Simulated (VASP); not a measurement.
# Bi2Te3 (R-3m) in VASP: notebook

Bi2Te3 is run at these levels: PBE, LDA; tasks: single point.

Program: VASP 6.6.1. These are calculated values, not measurements. Logs are shortened: lines on timing, memory, paths and dates and some standing lists are left out, and cuts for length are marked.

**The experiment to reproduce.**

From “Vacancy and Antisite-Induced Ferromagnetism in Liquid-Phase Exfoliated Bi2Te3”, 2024, arxiv:2412.10539, for a bulk crystal of Bi2Te3: band gap 0.17 eV.

The results are compared with them further down.

## Step 1: The cell of the first run

It takes space group R-3m (No. 166, trigonal). Conventional cell: a = 4.451 Å, b = 4.451 Å, c = 31.894 Å, α = 90.00°, β = 90.00°, γ = 120.00°. Bi (site symmetry 3m) has 6 Te at 3.09 to 3.29 Å within 4.1 Å. Within 4.1 Å of Te (site symmetry 3m) lie 3 Bi at 3.09 Å and 3 Te at 4.01 Å. Within 4.6 Å of Te (site symmetry -3m) lie 6 Bi at 3.29 Å and 12 Te at 4.45 to 4.56 Å.

## Step 2: Single point, PBE

File INCAR:

```
PREC = Accurate
ENCUT = 520
EDIFF = 1E-6
ISMEAR = -1
SIGMA = 0.05
LREAL = False
LASPH = True
NELM = 80
ALGO = Normal
ISIF = 2
LWAVE = False
LCHARG = False
GGA = PE
NBANDS = 32
```

File KPOINTS:

```
regular mesh
0
Gamma
  7 7 7
```

File POSCAR:

```
Bi2Te3
1.0
    2.2252606826      1.2847548541     10.6313920953
   -2.2252606826      1.2847548541     10.6313920953
    0.0000000000     -2.5695097083     10.6313920953
Bi Te
2 3
Direct
    0.6023045006      0.6023045006      0.6023045006
    0.3976954994      0.3976954994      0.3976954994
    0.7849690601      0.7849690601      0.7849690601
    0.2150309399      0.2150309399      0.2150309399
    0.0000000000      0.0000000000      0.0000000000
```

Potentials or basis: VASP PAW PBE potentials, release 64 (Bi_d, Te).

The run is started by

```console
> cat potpaw_PBE.64/Bi_d/POTCAR potpaw_PBE.64/Te/POTCAR > POTCAR
> mpirun -np 1 vasp_std > vasp.out
```

OUTCAR:

```text
PREC = Accurate
   ENCUT = 520
   EDIFF = 1E-6
   ISMEAR = -1
   LREAL = False
   LASPH = True
   NELM = 80
   ISIF = 2
   GGA = PE

 ion  position               nearest neighbor table
   1  0.602  0.602  0.602-   4 3.09   4 3.09   4 3.09   5 3.29   5 3.29   5 3.29
   2  0.398  0.398  0.398-   3 3.09   3 3.09   3 3.09   5 3.29   5 3.29   5 3.29
   3  0.785  0.785  0.785-   2 3.09   2 3.09   2 3.09
   4  0.215  0.215  0.215-   1 3.09   1 3.09   1 3.09
   5  0.000  0.000  0.000-   1 3.29   1 3.29   2 3.29   2 3.29   1 3.29   2 3.29

  LATTYP: Found a trigonal (rhomboedric) cell.
 ALAT       =    10.9374987097
 COS(alpha) =     0.9172142180

  Lattice vectors:

 A1 = (   2.2252606826,   1.2847548541,  10.6313920953)
 A2 = (  -2.2252606826,   1.2847548541,  10.6313920953)
 A3 = (   0.0000000000,  -2.5695097083,  10.6313920953)

Analysis of symmetry for initial positions (statically):
=====================================================================
 Subroutine PRICEL returns:
 Original cell was already a primitive cell.

 Routine SETGRP: Setting up the symmetry group for a
 trigonal (rhombohedral) supercell.

 Subroutine GETGRP returns: Found 12 space group operations
 (whereof 12 operations were pure point group operations)
 out of a pool of 12 trial point group operations.

The static configuration has the point symmetry D_3d.

Analysis of symmetry for dynamics (positions and initial velocities):
=====================================================================
 Subroutine PRICEL returns:
 Original cell was already a primitive cell.

 Routine SETGRP: Setting up the symmetry group for a
 trigonal (rhombohedral) supercell.

 Subroutine GETGRP returns: Found 12 space group operations
 (whereof 12 operations were pure point group operations)
 out of a pool of 12 trial point group operations.

The dynamic configuration has the point symmetry D_3d.

 Subroutine INISYM returns: Found 12 space group operations
 (whereof 12 operations are pure point group operations),
 and found     1 'primitive' translations

----------------------------------------------------------------------------------------

                                     Primitive cell

  volume of cell :     182.3654

  direct lattice vectors                    reciprocal lattice vectors
     2.225260683  1.284754854 10.631392095     0.224692776  0.129726435  0.031353686
    -2.225260683  1.284754854 10.631392095    -0.224692776  0.129726435  0.031353686
     0.000000000 -2.569509708 10.631392095     0.000000000 -0.259452869  0.031353686

  length of vectors
    10.937498710 10.937498710 10.937498710     0.261340477  0.261340477  0.261340477

  position of ions in fractional coordinates (direct lattice)
     0.602304501  0.602304501  0.602304501
     0.397695499  0.397695499  0.397695499
     0.784969060  0.784969060  0.784969060
     0.215030940  0.215030940  0.215030940
     0.000000000  0.000000000  0.000000000

  ion indices of the primitive-cell ions
   primitive index   ion index
                 1           1
                 2           2
                 3           3
                 4           4
                 5           5

----------------------------------------------------------------------------------------

 KPOINTS: regular mesh

Automatic generation of k-mesh.
 Grid dimensions read from file:
 generate k-points for:    7    7    7

 Generating k-lattice:

  Cartesian coordinates                     Fractional coordinates (reciprocal lattice)
     0.032098968  0.018532348  0.004479098     0.142857143 -0.000000000  0.000000000
    -0.032098968  0.018532348  0.004479098    -0.000000000  0.142857143  0.000000000
     0.000000000 -0.037064696  0.004479098    -0.000000000 -0.000000000  0.142857143

  Length of vectors
     0.037334354  0.037334354  0.037334354

  Shift w.r.t. Gamma in fractional coordinates (k-lattice)
     0.000000000  0.000000000  0.000000000

 Subroutine IBZKPT returns following result:
 ===========================================

 Found     44 irreducible k-points:

 Following reciprocal coordinates:
            Coordinates               Weight
  0.000000  0.000000  0.000000      1.000000
  0.142857 -0.000000 -0.000000      6.000000
  0.285714  0.000000  0.000000      6.000000
  0.428571  0.000000 -0.000000      6.000000
  0.142857  0.142857 -0.000000      6.000000
  0.285714  0.142857 -0.000000     12.000000
[... 16 lines left out ...]
  0.285714  0.285714  0.142857      6.000000
  0.428571  0.285714  0.142857     12.000000
 [... further k-points ...]
   k-points           NKPTS =     44   k-points in BZ     NKDIM =     44   number of bands    NBANDS=     32
   number of dos      NEDOS =    301   number of ions     NIONS =      5
   total plane-waves  NPLWV = 592704
   dimension x,y,z NGX =    84 NGY =   84 NGZ =   84
   dimension x,y,z NGXF=   168 NGYF=  168 NGZF=  168
   ions per type =               2   3
   NGX,Y,Z   is equivalent  to a cutoff of  12.77, 12.77, 12.77 a.u.
   NGXF,Y,Z  is equivalent  to a cutoff of  25.54, 25.54, 25.54 a.u.
 SYSTEM =  unknown system
   PREC   = accura    normal or accurate (medium, high low for compatibility)
   ISTART =      0    job   : 0-new  1-cont  2-samecut
   ICHARG =      2    charge: 1-file 2-atom 10-const
   ISPIN  =      1    spin polarized calculation?
   LNONCOLLINEAR =      F non collinear calculations
   LSORBIT =      F    spin-orbit coupling
   LASPH  =      T    aspherical Exc in radial PAW
   ENCUT  =  520.0 eV  38.22 Ry    6.18 a.u.  20.34 20.34 20.34*2*pi/ulx,y,z
   NELM   =     80;   NELMIN=  2; NELMDL= -5     # of ELM steps
   EDIFF  = 0.1E-05   stopping-criterion for ELM
   LREAL  =      F    real-space projection
   EDIFFG = 0.1E-04   stopping-criterion for IOM
   NSW    =      0    number of steps for IOM
   IBRION =     -1    ionic relax: 0-MD 1-quasi-New 2-CG
   NFREE  =      0    steps in history (QN), initial steepest desc. (CG)
   ISIF   =      2    stress and relaxation
   ISYM   =      2    0-nonsym 1-usesym 2-fastsym
   POTIM  = 0.5000    time-step for ionic-motion
   TEBEG  =    0.0;   TEEND  =   0.0 temperature during run
   PSTRESS=    0.0 pullay stress
   NELECT =      48.0000    total number of electrons
   NUPDOWN=      -1.0000    fix difference up-down
   EMIN   =  10.00;   EMAX   =-10.00  energy-range for DOS
   EFERMI =   0.00;   METHOD = LEGACY
   ISMEAR =    -1;   SIGMA  =   0.05  broadening in eV -4-tet -1-fermi 0-gaus
   EFERMI_NEDOS =   21; number of points for ismear=-14 and -15
   IALGO  =     38    algorithm
   IMIX   =      4    mixing-type and parameters
     AMIX     =   0.40;   BMIX     =  1.00
     AMIX_MAG =   1.60;   BMIX_MAG =  1.00
  volume/ion in A,a.u.               =      36.47       246.13
  Fermi-wavevector in a.u.,A,eV,Ry     =   1.049158  1.982622 14.976386  1.100733
  Thomas-Fermi vector in A             =   2.184110
   LORBIT       =      0    0 simple, 1 ext, 2 COOP (PROOUT), +10 PAW based schemes
   GGA     = PE    functional components
   LHFCALC =     F    Hartree Fock is set to
   AEXX    =    0.0000 exact exchange contribution
   IVDW    =     0    specifies the selected vdW correction
   LEPSILON=     F    determine dielectric tensor
   LRPA    =     F    only Hartree local field effects (RPA)
 non-spin polarized calculation
  energy-cutoff  :      520.00
  volume of cell :      182.37
 maximum number of plane-waves:      4936
 NGX is ok and might be reduce to    84
   NGX = 41   NGY = 41   NGZ = 41

 number of electron      47.9999996 magnetization

 Free energy of the ion-electron system (eV)
  ---------------------------------------------------
  ext. energy  EPLUGINS =         0.00000000
  ---------------------------------------------------
  free energy    TOTEN  =       -18.40004106 eV

  energy without entropy =      -18.39996977  energy(sigma->0) =      -18.40000542

 E-fermi :   5.3712     XC(G=0):  -8.9560

 val. band max:        5.1138394505   @ k =   0.0000   0.0000   0.0000
 cond. band min:       5.5964777672   @ k =   0.0000   0.0000   0.0000
 fundamental gap:      0.4826383166
 Fermi energy:         5.3712427186

 k-point     1 :       0.0000    0.0000    0.0000
  band No.  band energies     occupation
      1     -17.8453      2.00000
      2     -17.8453      2.00000
      3     -17.8442      2.00000
      4     -17.8442      2.00000
      5     -17.8402      2.00000
      6     -17.8391      2.00000
[... 24 lines left out ...]
     31      10.3059      0.00000
     32      11.1438      0.00000

 k-point     2 :       0.1429   -0.0000   -0.0000
  band No.  band energies     occupation
      1     -17.8466      2.00000
      2     -17.8453      2.00000
      3     -17.8436      2.00000
      4     -17.8425      2.00000
      5     -17.8391      2.00000
      6     -17.8381      2.00000
[... 24 lines left out ...]
     31       9.9303      0.00000
     32      10.5172      0.00000

 k-point     3 :       0.2857    0.0000    0.0000
  band No.  band energies     occupation
      1     -17.8500      2.00000
      2     -17.8484      2.00000
      3     -17.8410      2.00000
      4     -17.8399      2.00000
      5     -17.8396      2.00000
      6     -17.8380      2.00000
[... 24 lines left out ...]
     31       9.2385      0.00000
     32      10.9729      0.00000

 k-point     4 :       0.4286    0.0000   -0.0000
  band No.  band energies     occupation
      1     -17.8531      2.00000
      2     -17.8511      2.00000
      3     -17.8412      2.00000
      4     -17.8408      2.00000
      5     -17.8392      2.00000
      6     -17.8386      2.00000
[... 654 lines left out ...]
     31       9.1604      0.00000
     32      10.9985      0.00000

 k-point    23 :       0.2857    0.2857    0.1429
  band No.  band energies     occupation
      1     -17.8466      2.00000
      2     -17.8453      2.00000
      3     -17.8436      2.00000
      4     -17.8425      2.00000
      5     -17.8391      2.00000
      6     -17.8381      2.00000
[... 24 lines left out ...]
     31      10.0890      0.00000
     32      10.4758      0.00000

 k-point    24 :       0.4286    0.2857    0.1429
  band No.  band energies     occupation
      1     -17.8480      2.00000
      2     -17.8469      2.00000
      3     -17.8417      2.00000
      4     -17.8417      2.00000
      5     -17.8382      2.00000
      6     -17.8382      2.00000
[... 24 lines left out ...]
     31       9.9247      0.00000
     32      10.0148      0.00000

 [... further k-points ...]

------------------------ aborting loop because EDIFF is reached ----------------------------------------

  FORCE on cell =-STRESS in cart. coord.  units (eV):
  Direction    XX          YY          ZZ          XY          YZ          ZX
  --------------------------------------------------------------------------------------
  -------------------------------------------------------------------------------------
  Total       -0.0530578     -0.0530578     -0.0248814      0.0000000      0.0000000      0.0000000
  in kB       -0.4661406     -0.4661406     -0.2185965      0.0000000      0.0000000      0.0000000
  external PRESSURE =      -0.3836259 kB  Pullay stress =       0.0000000 kB

 VOLUME and BASIS-vectors are now :
 -----------------------------------------------------------------------------
  energy-cutoff  :      520.00
  volume of cell :      182.37
      direct lattice vectors                 reciprocal lattice vectors
     2.225260683  1.284754854 10.631392095     0.224692776  0.129726435  0.031353686
    -2.225260683  1.284754854 10.631392095    -0.224692776  0.129726435  0.031353686
     0.000000000 -2.569509708 10.631392095     0.000000000 -0.259452869  0.031353686

 POSITION                                       TOTAL-FORCE (eV/Angst)
 -----------------------------------------------------------------------------------
      0.00000     -0.00000     19.21001         0.000000     -0.000000      0.009125
      0.00000     -0.00000     12.68417         0.000000      0.000000     -0.009125
      0.00000     -0.00000     25.03594         0.000000     -0.000000      0.005890
      0.00000     -0.00000      6.85823         0.000000      0.000000     -0.005890
      0.00000      0.00000      0.00000         0.000000      0.000000      0.000000
 -----------------------------------------------------------------------------------
    total drift:                               -0.000000      0.000000     -0.000000

  FREE ENERGIE OF THE ION-ELECTRON SYSTEM (eV)
  ---------------------------------------------------
  free  energy   TOTEN  =       -18.4000410642 eV

  energy  without entropy=      -18.3999697704  energy(sigma->0) =      -18.40000542
```

Run time: 14 min. Hardware: 1 thread of Intel Xeon 6975P-C (Granite Rapids), shared host; peak memory 1.2 GiB.

Results:

```yaml
Free_energy: -18.4000 eV
Pressure: 0.0 GPa
Largest_force: 0.009 eV/Å
Band_gap_on_the_k_mesh: 0.48 eV
```

Forces on the atoms (eV/Å):
```
Bi   0.000  0.000  0.009
Bi   0.000  0.000 -0.009
Te   0.000  0.000  0.006
Te   0.000  0.000 -0.006
Te   0.000  0.000  0.000
```

Levels at points of the mesh, in eV from the valence-band top:
```
           k point  band 21  band 22  band 23  band 24  band 25  band 26  band 27  band 28
(0.00, 0.00, 0.00)    -1.32    -0.63    -0.63     0.00     0.48     1.05     1.05     2.03
```

Caveat: spin-orbit coupling is left out, which moves the levels of the heavy elements.

## Step 3: Single point, PBE

File INCAR:

```
SYSTEM = Bi2Te3
ALGO = Normal
EDIFF = 1E-6
ENCUT = 520
GGA = PE
ISIF = 2
ISMEAR = -1
LASPH = .True.
LCHARG = .False.
LREAL = .False.
LWAVE = .False.
NBANDS = 32
NELM = 100
PREC = Accurate
SIGMA = 0.05
```

File KPOINTS:

```
k-points
0
Gamma
  7 7 7
  0 0 0
```

File POSCAR:

```
Bi2Te3
1.0
    2.2242469536      1.2841695774     10.6489684984
   -2.2242469536      1.2841695774     10.6489684984
    0.0000000000     -2.5683391548     10.6489684984
Bi Te
2 3
Direct
    0.6024029826      0.6024029826      0.6024029826
    0.3975970174      0.3975970174      0.3975970174
    0.7847936994      0.7847936994      0.7847936994
    0.2152063006      0.2152063006      0.2152063006
    0.0000000000      0.0000000000      0.0000000000
```

Potentials or basis: VASP PAW PBE potentials, release 64 (Bi_d, Te).

The run is started by

```console
> cat potpaw_PBE.64/Bi_d/POTCAR potpaw_PBE.64/Te/POTCAR > POTCAR
> mpirun -np 1 vasp_std > vasp.out
```

OUTCAR:

```text
SYSTEM = Bi2Te3
   EDIFF = 1E-6
   ENCUT = 520
   GGA = PE
   ISIF = 2
   ISMEAR = -1
   LASPH = .True.
   LREAL = .False.
   NELM = 100
   PREC = Accurate

 ion  position               nearest neighbor table
   1  0.602  0.602  0.602-   4 3.09   4 3.09   4 3.09   5 3.29   5 3.29   5 3.29
   2  0.398  0.398  0.398-   3 3.09   3 3.09   3 3.09   5 3.29   5 3.29   5 3.29
   3  0.785  0.785  0.785-   2 3.09   2 3.09   2 3.09
   4  0.215  0.215  0.215-   1 3.09   1 3.09   1 3.09
   5  0.000  0.000  0.000-   1 3.29   2 3.29   1 3.29   1 3.29   2 3.29   2 3.29
[... 1045 lines left out ...]
  -------------------------------------------------------------------------------------
  Total       -0.0216629     -0.0216629     -0.0136236      0.0000000      0.0000000      0.0000000
  in kB       -0.1901793     -0.1901793     -0.1196017      0.0000000      0.0000000      0.0000000
  external PRESSURE =      -0.1666535 kB  Pullay stress =       0.0000000 kB

 VOLUME and BASIS-vectors are now :
 -----------------------------------------------------------------------------
  energy-cutoff  :      520.00
  volume of cell :      182.50
      direct lattice vectors                 reciprocal lattice vectors
     2.224246954  1.284169577 10.648968498     0.224795183  0.129785559  0.031301936
    -2.224246954  1.284169577 10.648968498    -0.224795183  0.129785559  0.031301936
     0.000000000 -2.568339155 10.648968498     0.000000000 -0.259571118  0.031301936

 POSITION                                       TOTAL-FORCE (eV/Angst)
 -----------------------------------------------------------------------------------
      0.00000      0.00000     19.24491         0.000000     -0.000000      0.008847
      0.00000      0.00000     12.70199         0.000000      0.000000     -0.008847
      0.00000      0.00000     25.07173         0.000000     -0.000000      0.009289
      0.00000      0.00000      6.87518         0.000000      0.000000     -0.009289
      0.00000      0.00000      0.00000         0.000000      0.000000      0.000000
 -----------------------------------------------------------------------------------
    total drift:                                0.000000      0.000000      0.000000

  FREE ENERGIE OF THE ION-ELECTRON SYSTEM (eV)
  ---------------------------------------------------
  free  energy   TOTEN  =       -18.4000350788 eV

  energy  without entropy=      -18.3999684075  energy(sigma->0) =      -18.40000174
```

stdout:

```text
POSCAR found type information on POSCAR BiTe
 POSCAR found :  2 types and       5 ions
 scaLAPACK will be used
 LDA part: xc-table for (Slater+PW92), standard interpolation
 POSCAR, INCAR and KPOINTS ok, starting setup
 FFT: planning ... GRIDC
 FFT: planning ... GRID_SOFT
 FFT: planning ... GRID
 WAVECAR not read
 entering main loop
```

Wall time 16 min (1 thread of Intel Xeon 6975P-C (Granite Rapids), shared host); peak memory 1.2 GiB.

What came out:

```yaml
Free_energy: -18.4000 eV
Pressure: 0.0 GPa
Largest_force: 0.009 eV/Å
Band_gap_on_the_k_mesh: 0.49 eV
```

Forces on the atoms (eV/Å):
```
Bi   0.000  0.000  0.009
Bi   0.000  0.000 -0.009
Te   0.000  0.000  0.009
Te   0.000  0.000 -0.009
Te   0.000  0.000  0.000
```

Caveat: spin-orbit coupling is left out, which moves the levels of the heavy elements.

## Step 4: Single point, PBE

File INCAR:

```
ALGO = Normal
EDIFF = 1E-6
ENCUT = 520
GGA = PE
ISIF = 2
ISMEAR = -1
LASPH = T
LCHARG = F
LREAL = F
LWAVE = F
NBANDS = 32
NELM = 80
PREC = Accurate
SIGMA = 0.05
```

File KPOINTS:

```
k-points
0
Gamma
  7 7 7
```

File POSCAR:

```
Bi2Te3
1.0
    2.2246716021      1.2844147483     10.6458174856
   -2.2246716021      1.2844147483     10.6458174856
    0.0000000000     -2.5688294967     10.6458174856
Bi Te
2 3
Direct
    0.6023737716      0.6023737716      0.6023737716
    0.3976262284      0.3976262284      0.3976262284
    0.7848429099      0.7848429099      0.7848429099
    0.2151570901      0.2151570901      0.2151570901
    0.0000000000      0.0000000000      0.0000000000
```

The run is started by

```console
> cat potpaw_PBE.64/Bi_d/POTCAR potpaw_PBE.64/Te/POTCAR > POTCAR
> mpirun -np 1 vasp_std > vasp.out
```

Wall time 15 min (1 thread of Intel Xeon 6975P-C (Granite Rapids), shared host); peak memory 1.2 GiB.

The run converged. Its results:

```
Free energy            : -18.4000 eV
Pressure               : 0.0 GPa
Largest force          : 0.009 eV/Å
Band gap on the k mesh : 0.49 eV
```

Forces on the atoms (eV/Å):
```
Bi   0.000  0.000  0.009
Bi   0.000  0.000 -0.009
Te   0.000  0.000  0.006
Te   0.000  0.000 -0.006
Te   0.000  0.000  0.000
```

Levels at points of the mesh, in eV from the valence-band top:
| k point | band 22 | band 23 | band 24 | band 25 | band 26 | band 27 |
| --- | --- | --- | --- | --- | --- | --- |
| (0.00, 0.00, 0.00) | -0.62 | -0.62 | 0.00 | 0.49 | 1.06 | 1.06 |

Caveat: spin-orbit coupling is left out, which moves the levels of the heavy elements.

[end of part 1 of 2]
